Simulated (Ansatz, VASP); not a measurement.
## One calculation of Pd, two programs

File INCAR:

```
SYSTEM = Pd
PREC = Accurate
ENCUT = 520
EDIFF = 1E-6
ISMEAR = 0
SIGMA = 0.15
LREAL = .False.
LASPH = .True.
NELM = 100
ALGO = Normal
ISIF = 2
LWAVE = .False.
LCHARG = .True.
GGA = PE
LELF = .True.
LVHAR = .True.
NBANDS = 11
```

The input KPOINTS:

```
Automatic mesh
0
Gamma
  8 8 8
  0 0 0
```

Contents of POSCAR:

```
Pd
1.0
    0.0000000000      2.0421450000      1.8962775000
    2.0421450000      0.0000000000      1.8962775000
    2.0421450000      2.0421450000      0.0000000000
Pd
1
Direct
    0.0000000000      0.0000000000      0.0000000000
```

Input for Ansatz:

```yaml
crystal:
  lattice:
    - [0.0, 2.042145, 1.8962775]
    - [2.042145, 0.0, 1.8962775]
    - [2.042145, 2.042145, 0.0]
  atoms:
    - { symbol: Pd, position: [0.0, 0.0, 0.0] }
basis:
  ecutwfc: 420
kpoints:
  mp_grid: { grid: [8, 8, 8] }
hamiltonian:
  xc: pbe
scf:
  occupations: { method: gaussian, width: 0.15 }
output:
  forces: true
  stress: true
  eigenvalues: true
```

Change from the starting cell: strain +0.050 along x and y, -0.025 along z, atoms carried along.

Alike in both runs: task single point; functional PBE; k mesh 8 × 8 × 8; occupations gaussian, width 0.15 eV; no spin polarisation.

|  | VASP | Ansatz |
| --- | --- | --- |
| version | VASP 6.6.1 | Ansatz 0.2.0 |
| potentials or method | VASP PAW PBE potentials, release 64 (Pd), cutoff 520 eV | scalar-relativistic, plane waves, PAW |
| valence electrons in the cell | 10 | 18 |

|  | VASP | Ansatz | Ansatz less VASP |
| --- | --- | --- | --- |
| gap on the k mesh at the Fermi level (eV) | none | none | - |
| pressure (GPa) | -4.3 | -4.0 | +0.25 |
| traceless stress, the component that is largest in VASP (GPa) | 1.38 | 1.39 | +0.003 |

A gap of «none» marks a metal or a gap that the smearing closes. VASP's potentials hold 10 valence electrons a cell and Ansatz's 18, so a difference there can come from the potentials and not from the codes.
